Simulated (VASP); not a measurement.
Crystal: Al.

```
Al
1.0
     0.00000    1.99669    1.99669
     1.99669    0.00000    1.99669
     1.99669    1.99669    0.00000
Al
1
Direct
  0.00000 0.00000 0.00000
```

Base run:

| Property | Result |
| --- | --- |
| Program | VASP 6.6.1 |
| Functional | r2SCAN |
| Potentials or basis | VASP PAW PBE potentials, release 64 (Al) |
| Cutoff | 520 eV |
| k mesh | 14 × 14 × 14 |
| Occupations | gaussian, width 0.3 eV |
| Spin | no spin polarisation |

Its results: band gap on the k mesh zero (an odd number of electrons rules out a gap without spin polarisation); pressure -0.5 GPa.

Task: After a change of settings the same cell gave: band gap on the k mesh zero (an odd number of electrons rules out a gap without spin polarisation); pressure 3.8 GPa. Which change was it?
A. occupations from gaussian, width 0.3 eV to fermi-dirac, width 1 eV
B. occupations from gaussian, width 0.3 eV to gaussian, width 0.6 eV
C. occupations from gaussian, width 0.3 eV to gaussian, width 0.03 eV; further incar settings from ALGO = Normal; EDIFF = 1e-07; NBANDS = 8 to ALGO = Normal; EDIFF = 1e-06; NBANDS = 8

Result: A.

Caveats: so wide a smearing shifts energies and pressures; the PAW data sets were made with another functional, which shifts forces and pressure a little; the cell stands under pressure (at least some runs).
